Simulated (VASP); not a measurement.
A run of VASP 6.6.1 is set up as follows.

Contents of POSCAR:

```
BeS
1.0
    0.0000000000      2.4342266848      2.4342266848
    2.4342266848      0.0000000000      2.4342266848
    2.4342266848      2.4342266848      0.0000000000
Be S
1 1
Direct
    0.0000000000      0.0000000000      0.0000000000
    0.2500000000      0.2500000000      0.2500000000
```

INCAR.step1

```
SYSTEM = BeS
  PREC = Accurate
  ENCUT = 520
  ISMEAR = -1
  SIGMA = 0.02
  LREAL = .FALSE.
  LASPH = .TRUE.
  NELM = 80
  NBANDS = 11
  GGA = PE
  ALGO = Normal
  EDIFF = 1E-4
  LWAVE = .TRUE.
  LCHARG = .FALSE.
```

Contents of INCAR.step2:

```
SYSTEM = BeS
  PREC = Accurate
  ENCUT = 520
  EDIFF = 1E-6
  ISMEAR = -1
  SIGMA = 0.02
  LREAL = .FALSE.
  LASPH = .TRUE.
  NELM = 80
  ALGO = Normal
  ISIF = 2
  LWAVE = .FALSE.
  LCHARG = .FALSE.
  METAGGA = R2SCAN
  LMIXTAU = .TRUE.
  NBANDS = 11
  ISTART = 1
```

Contents of KPOINTS:

```
regular mesh
0
G
  10 10 10
  0 0 0
```

Potentials or basis: VASP PAW PBE potentials, release 64 (Be, S).

Launch:

```bash
$ cat potpaw_PBE.64/Be/POTCAR potpaw_PBE.64/S/POTCAR > POTCAR
$ cp INCAR.step1 INCAR
$ mpirun -np 1 vasp_std > vasp.out
$ cp INCAR.step2 INCAR
$ mpirun -np 1 vasp_std > vasp.out
```

Question: Predict the pressure.

Answer: 0.3 GPa.

Question: Predict the band gap on the k mesh.

Answer: 3.60 eV, indirect (least direct gap 6.26 eV).

Caveat: the PAW data sets were made with another functional, which shifts forces and pressure a little. A k mesh can miss the band edges.
